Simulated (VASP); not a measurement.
# CuI (Cmcm) in VASP: a series of runs

CuI is run at these levels: LDA; tasks: single point.

Program: VASP 6.6.1. These are calculated values, not measurements. Logs are shortened: lines on timing, memory, paths and dates and some standing lists are left out, and cuts for length are marked.

## Step 1: The cell of the first run

The structure is orthorhombic, space group Cmcm (No. 63). The conventional cell has a = 7.466 Å, b = 7.422 Å, c = 4.178 Å, α = 90.00°, β = 90.00°, γ = 90.00°. Within 3.2 Å of Cu (site symmetry m2m) lie 2 Cu at 2.40 Å and 3 I at 2.52 to 2.59 Å. I (site symmetry m2m) has 3 Cu at 2.52 to 2.59 Å within 3.3 Å.

## Step 2: Single point, LDA (zz strain of -3 %)

Contents of INCAR:

```
SYSTEM = CuI
PREC     = Accurate       ! precision mode
ENCUT    = 520            ! plane-wave cutoff, eV
EDIFF    = 1E-6           ! SCF threshold, eV
ISMEAR   = -1             ! smearing method
SIGMA    = 0.02           ! smearing width, eV
LREAL    = .False.        ! projectors in reciprocal space
LASPH    = .True.         ! aspherical terms in the spheres
NELM     = 80             ! most SCF steps
ALGO     = Normal         ! electronic algorithm
ISIF     = 2              ! what is computed and relaxed
LWAVE    = .False.        ! write WAVECAR
LCHARG   = .False.        ! write CHGCAR
GGA      = CA             ! functional
NBANDS   = 26             ! bands
```

Contents of KPOINTS:

```
Automatic mesh
0
Gamma
  5 5 6
  0 0 0
```

Contents of POSCAR:

```
CuI
1.0
    3.7331675900     -3.7110863700      0.0000000000
    3.7331675900      3.7110863700      0.0000000000
    0.0000000000      0.0000000000      4.1777877399
Cu I
2 2
Direct
    0.4204388300      0.5795611700      0.7500000000
    0.5795611700      0.4204388300      0.2500000000
    0.7700426800      0.2299573200      0.7500000000
    0.2299573200      0.7700426800      0.2500000000
```

Potentials or basis: VASP PAW LDA potentials, release 64 (Cu, I).

Launch:

```
$ cat potpaw_LDA.64/Cu/POTCAR potpaw_LDA.64/I/POTCAR > POTCAR
$ mpirun -np 1 vasp_std > vasp.out
```

OUTCAR:

```text
SYSTEM = CuI
   PREC = Accurate
   ENCUT = 520
   EDIFF = 1E-6
   ISMEAR = -1
   LREAL = .False.
   LASPH = .True.
   NELM = 80
   ISIF = 2
   GGA = CA

 ion  position               nearest neighbor table
   1  0.420  0.580  0.750-   2 2.40   2 2.40   4 2.52   4 2.52   3 2.59
   2  0.580  0.420  0.250-   1 2.40   1 2.40   3 2.52   3 2.52   4 2.59
   3  0.770  0.230  0.750-   2 2.52   2 2.52   1 2.59
   4  0.230  0.770  0.250-   1 2.52   1 2.52   2 2.59

  LATTYP: Found a base centered orthorhombic cell.
 ALAT       =     7.4221727400
 B/A-ratio  =     1.0059500690
 C/A-ratio  =     0.5628793463

  Lattice vectors:

 A1 = (  -3.7331675900,  -3.7110863700,   0.0000000000)
 A2 = (   3.7331675900,  -3.7110863700,   0.0000000000)
 A3 = (   0.0000000000,   0.0000000000,   4.1777877399)

Analysis of symmetry for initial positions (statically):
=====================================================================
 Subroutine PRICEL returns:
 Original cell was already a primitive cell.

 Routine SETGRP: Setting up the symmetry group for a
 base centered orthorhombic supercell.

 Subroutine GETGRP returns: Found  8 space group operations
 (whereof  4 operations were pure point group operations)
 out of a pool of  8 trial point group operations.

The static configuration has the point symmetry C_2h.
 The point group associated with its full space group is D_2h.

Analysis of symmetry for dynamics (positions and initial velocities):
=====================================================================
 Subroutine PRICEL returns:
 Original cell was already a primitive cell.

 Routine SETGRP: Setting up the symmetry group for a
 base centered orthorhombic supercell.

 Subroutine GETGRP returns: Found  8 space group operations
 (whereof  4 operations were pure point group operations)
 out of a pool of  8 trial point group operations.

The dynamic configuration has the point symmetry C_2h.
 The point group associated with its full space group is D_2h.

 Subroutine INISYM returns: Found  8 space group operations
 (whereof  4 operations are pure point group operations),
 and found     1 'primitive' translations

----------------------------------------------------------------------------------------

                                     Primitive cell

  volume of cell :     115.7590

  direct lattice vectors                    reciprocal lattice vectors
     3.733167590 -3.711086370  0.000000000     0.133934518 -0.134731437  0.000000000
     3.733167590  3.711086370  0.000000000     0.133934518  0.134731437  0.000000000
     0.000000000  0.000000000  4.177787740     0.000000000  0.000000000  0.239361131

  length of vectors
     5.263905613  5.263905613  4.177787740     0.189976354  0.189976354  0.239361131

  position of ions in fractional coordinates (direct lattice)
     0.420438830  0.579561170  0.750000000
     0.579561170  0.420438830  0.250000000
     0.770042680  0.229957320  0.750000000
     0.229957320  0.770042680  0.250000000

  ion indices of the primitive-cell ions
   primitive index   ion index
                 1           1
                 2           2
                 3           3
                 4           4

----------------------------------------------------------------------------------------

 KPOINTS: Automatic mesh

Automatic generation of k-mesh.
 Grid dimensions read from file:
 generate k-points for:    5    5    6

 Generating k-lattice:

  Cartesian coordinates                     Fractional coordinates (reciprocal lattice)
     0.026786904 -0.026946287  0.000000000     0.200000000  0.000000000  0.000000000
     0.026786904  0.026946287  0.000000000     0.000000000  0.200000000  0.000000000
     0.000000000  0.000000000  0.039893522     0.000000000  0.000000000  0.166666667

  Length of vectors
     0.037995271  0.037995271  0.039893522

  Shift w.r.t. Gamma in fractional coordinates (k-lattice)
     0.000000000  0.000000000  0.000000000

 Subroutine IBZKPT returns following result:
 ===========================================

 Found     36 irreducible k-points:

 Following reciprocal coordinates:
            Coordinates               Weight
  0.000000  0.000000  0.000000      1.000000
  0.200000  0.000000  0.000000      4.000000
  0.400000  0.000000  0.000000      4.000000
  0.200000  0.200000  0.000000      2.000000
  0.400000  0.200000  0.000000      4.000000
 -0.400000  0.200000  0.000000      4.000000
[... 16 lines left out ...]
  0.400000  0.200000  0.333333      8.000000
 -0.400000  0.200000  0.333333      8.000000
 [... further k-points ...]
   k-points           NKPTS =     36   k-points in BZ     NKDIM =     36   number of bands    NBANDS=     26
   number of dos      NEDOS =    301   number of ions     NIONS =      4
   total plane-waves  NPLWV =  51200
   dimension x,y,z NGX =    40 NGY =   40 NGZ =   32
   dimension x,y,z NGXF=    80 NGYF=   80 NGZF=   64
   ions per type =               2   2
   NGX,Y,Z   is equivalent  to a cutoff of  12.63, 12.63, 12.73 a.u.
   NGXF,Y,Z  is equivalent  to a cutoff of  25.27, 25.27, 25.47 a.u.
 SYSTEM =  CuI
   PREC   = accura    normal or accurate (medium, high low for compatibility)
   ISTART =      0    job   : 0-new  1-cont  2-samecut
   ICHARG =      2    charge: 1-file 2-atom 10-const
   ISPIN  =      1    spin polarized calculation?
   LNONCOLLINEAR =      F non collinear calculations
   LSORBIT =      F    spin-orbit coupling
   LASPH  =      T    aspherical Exc in radial PAW
   ENCUT  =  520.0 eV  38.22 Ry    6.18 a.u.   9.79  9.79  7.77*2*pi/ulx,y,z
   NELM   =     80;   NELMIN=  2; NELMDL= -5     # of ELM steps
   EDIFF  = 0.1E-05   stopping-criterion for ELM
   LREAL  =      F    real-space projection
   EDIFFG = 0.1E-04   stopping-criterion for IOM
   NSW    =      0    number of steps for IOM
   IBRION =     -1    ionic relax: 0-MD 1-quasi-New 2-CG
   NFREE  =      0    steps in history (QN), initial steepest desc. (CG)
   ISIF   =      2    stress and relaxation
   ISYM   =      2    0-nonsym 1-usesym 2-fastsym
   POTIM  = 0.5000    time-step for ionic-motion
   TEBEG  =    0.0;   TEEND  =   0.0 temperature during run
   PSTRESS=    0.0 pullay stress
   NELECT =      36.0000    total number of electrons
   NUPDOWN=      -1.0000    fix difference up-down
   EMIN   =  10.00;   EMAX   =-10.00  energy-range for DOS
   EFERMI =   0.00;   METHOD = LEGACY
   ISMEAR =    -1;   SIGMA  =   0.02  broadening in eV -4-tet -1-fermi 0-gaus
   EFERMI_NEDOS =   21; number of points for ismear=-14 and -15
   IALGO  =     38    algorithm
   IMIX   =      4    mixing-type and parameters
     AMIX     =   0.40;   BMIX     =  1.00
     AMIX_MAG =   1.60;   BMIX_MAG =  1.00
  volume/ion in A,a.u.               =      28.94       195.30
  Fermi-wavevector in a.u.,A,eV,Ry     =   1.109151  2.095992 16.738105  1.230216
  Thomas-Fermi vector in A             =   2.245687
   LORBIT       =      0    0 simple, 1 ext, 2 COOP (PROOUT), +10 PAW based schemes
   GGA     = CA    functional components
   LHFCALC =     F    Hartree Fock is set to
   AEXX    =    0.0000 exact exchange contribution
   IVDW    =     0    specifies the selected vdW correction
   LEPSILON=     F    determine dielectric tensor
   LRPA    =     F    only Hartree local field effects (RPA)
 non-spin polarized calculation
  energy-cutoff  :      520.00
  volume of cell :      115.76
 maximum number of plane-waves:      3138
   NGX = 19   NGY = 19   NGZ = 15

 number of electron      35.9999978 magnetization

 Free energy of the ion-electron system (eV)
  ---------------------------------------------------
  ext. energy  EPLUGINS =         0.00000000
  ---------------------------------------------------
  free energy    TOTEN  =       -13.55944584 eV

  energy without entropy =      -13.55944584  energy(sigma->0) =      -13.55944584

 E-fermi :   4.4232     XC(G=0):  -9.0928

 val. band max:        3.9950016240   @ k =   0.0000   0.0000   0.0000
 cond. band min:       4.8513413497   @ k =   0.0000   0.0000   0.0000
 fundamental gap:      0.8563397258
 Fermi energy:         4.4231925958

 k-point     1 :       0.0000    0.0000    0.0000
  band No.  band energies     occupation
      1     -10.1135      2.00000
      2      -9.3222      2.00000
      3      -1.8852      2.00000
      4      -0.5581      2.00000
      5      -0.2751      2.00000
      6      -0.2030      2.00000
[... 18 lines left out ...]
     25      12.2603      0.00000
     26      12.3887      0.00000

 k-point     2 :       0.2000    0.0000    0.0000
  band No.  band energies     occupation
      1     -10.0415      2.00000
      2      -9.3971      2.00000
      3      -1.8022      2.00000
      4      -0.7149      2.00000
      5      -0.3652      2.00000
      6      -0.1258      2.00000
[... 18 lines left out ...]
     25      12.0470      0.00000
     26      12.3031      0.00000

 k-point     3 :       0.4000    0.0000    0.0000
  band No.  band energies     occupation
      1      -9.8548      2.00000
      2      -9.5886      2.00000
      3      -1.5577      2.00000
      4      -1.0890      2.00000
      5      -0.4488      2.00000
      6       0.0858      2.00000
[... 18 lines left out ...]
     25      11.1339      0.00000
     26      11.3316      0.00000

 k-point     4 :       0.2000    0.2000    0.0000
  band No.  band energies     occupation
      1     -10.0069      2.00000
      2      -9.4159      2.00000
      3      -2.0679      2.00000
      4      -0.5493      2.00000
      5      -0.3342      2.00000
      6      -0.0240      2.00000
[... 18 lines left out ...]
     25      10.9618      0.00000
     26      11.8225      0.00000
[... 496 lines left out ...]
      1      -9.6713      2.00000
      2      -9.3585      2.00000
      3      -1.7840      2.00000
      4      -1.2555      2.00000
      5      -0.8191      2.00000
      6      -0.3477      2.00000
[... 18 lines left out ...]
     25      10.6794      0.00000
     26      11.2939      0.00000

 k-point    23 :       0.4000    0.2000    0.3333
  band No.  band energies     occupation
      1      -9.5853      2.00000
      2      -9.4195      2.00000
      3      -1.9497      2.00000
      4      -1.3266      2.00000
      5      -0.7034      2.00000
      6      -0.2383      2.00000
[... 18 lines left out ...]
     25      11.0661      0.00000
     26      11.7647      0.00000

 k-point    24 :      -0.4000    0.2000    0.3333
  band No.  band energies     occupation
      1      -9.5371      2.00000
      2      -9.4692      2.00000
      3      -2.0276      2.00000
      4      -1.4411      2.00000
      5      -0.4257      2.00000
      6      -0.0758      2.00000
[... 18 lines left out ...]
     25      11.4509      0.00000
     26      11.9299      0.00000

 [... further k-points ...]

------------------------ aborting loop because EDIFF is reached ----------------------------------------

  FORCE on cell =-STRESS in cart. coord.  units (eV):
  Direction    XX          YY          ZZ          XY          YZ          ZX
  --------------------------------------------------------------------------------------
  -------------------------------------------------------------------------------------
  Total       -0.6597829     -1.3762903     -0.2307008      0.0000000     -0.0000000      0.0000000
  in kB       -9.1318074    -19.0487171     -3.1930436      0.0000000     -0.0000000      0.0000000
  external PRESSURE =     -10.4578560 kB  Pullay stress =       0.0000000 kB

 VOLUME and BASIS-vectors are now :
 -----------------------------------------------------------------------------
  energy-cutoff  :      520.00
  volume of cell :      115.76
      direct lattice vectors                 reciprocal lattice vectors
     3.733167590 -3.711086370  0.000000000     0.133934518 -0.134731437  0.000000000
     3.733167590  3.711086370  0.000000000     0.133934518  0.134731437  0.000000000
     0.000000000  0.000000000  4.177787740     0.000000000  0.000000000  0.239361131

 POSITION                                       TOTAL-FORCE (eV/Angst)
 -----------------------------------------------------------------------------------
      3.73317      0.59052      3.13334         0.000000      0.022119      0.000000
      3.73317     -0.59052      1.04445         0.000000     -0.022119      0.000000
      3.73317     -2.00430      3.13334         0.000000      0.120357     -0.000000
      3.73317      2.00430      1.04445         0.000000     -0.120357     -0.000000
 -----------------------------------------------------------------------------------
    total drift:                                0.000000     -0.000000      0.000000

  FREE ENERGIE OF THE ION-ELECTRON SYSTEM (eV)
  ---------------------------------------------------
  free  energy   TOTEN  =       -13.5594458382 eV

  energy  without entropy=      -13.5594458382  energy(sigma->0) =      -13.55944584
```

Wall time 2.3 min (1 thread of Intel Xeon 8259CL, shared host); peak memory 0.25 GiB.

Results:

```yaml
Free_energy: -13.5594 eV
Pressure: -1.0 GPa
Largest_force: 0.120 eV/Å
Band_gap_on_the_k_mesh: 0.86 eV
```

Forces on the atoms (eV/Å):
```
Cu   0.000  0.022  0.000
Cu   0.000 -0.022  0.000
I    0.000  0.120  0.000
I    0.000 -0.120  0.000
```

Stress tensor (GPa, compression positive):
```
-0.91  0.00  0.00
 0.00 -1.90  0.00
 0.00  0.00 -0.32
```

Caveat: the cell differs from its parent crystal (zz strain of -3 %); spin-orbit coupling is left out, which moves the levels of the heavy elements. A k mesh can miss the band edges.

## Step 3: Single point, LDA (zz strain of -1 %)

Contents of INCAR:

```
SYSTEM = CuI
PREC = Accurate ; ENCUT = 520
EDIFF = 1E-6 ; ISMEAR = -1
SIGMA = 0.02 ; LREAL = .False.
LASPH = .True. ; NELM = 60
ALGO = Normal ; ISIF = 2
LWAVE = .False. ; LCHARG = .False.
GGA = CA ; NBANDS = 26
```

Contents of KPOINTS:

```
regular mesh
0
Gamma
  5 5 6
  0 0 0
```

POSCAR, as its differences from that of step 2:

```diff
@@ -4,3 +4,3 @@
     3.7331675900      3.7110863700      0.0000000000
-    0.0000000000      0.0000000000      4.1777877399
+    0.0000000000      0.0000000000      4.2639276933
 Cu I
```

Potentials or basis: VASP PAW LDA potentials, release 64 (Cu, I).

Launch:

```
$ cat potpaw_LDA.64/Cu/POTCAR potpaw_LDA.64/I/POTCAR > POTCAR
$ mpirun -np 1 vasp_std > vasp.out
```

Run time: 2 min. Hardware: 1 thread of Intel Xeon 8259CL, shared host; peak memory 0.24 GiB.

Results (log left out):

```
Free energy            : -13.5342 eV
Pressure               : -2.6 GPa
Largest force          : 0.300 eV/Å
Band gap on the k mesh : 0.89 eV
```

Forces in eV/Å, atoms in the order of the input:
```
Cu   0.000 -0.010  0.000
Cu   0.000  0.010  0.000
I    0.000  0.300  0.000
I    0.000 -0.300  0.000
```

Stress tensor (GPa, compression positive):
```
-1.35  0.00  0.00
 0.00 -3.25  0.00
 0.00  0.00 -3.21
```

Levels at points of the mesh, in eV from the valence-band top:
| k point | band 15 | band 16 | band 17 | band 18 | band 19 | band 20 | band 21 | band 22 |
| --- | --- | --- | --- | --- | --- | --- | --- | --- |
| (0.00, 0.00, 0.00) | -1.89 | -1.57 | -0.99 | 0.00 | 0.89 | 1.57 | 2.42 | 4.54 |
| (0.00, 0.00, 0.50) | -1.94 | -1.94 | -1.64 | -1.64 | 3.62 | 3.62 | 3.69 | 3.69 |

Caveat: the cell differs from its parent crystal (zz strain of -1 %); spin-orbit coupling is left out, which moves the levels of the heavy elements. A k mesh can miss the band edges.

(Part 1 of 2 ends here.)
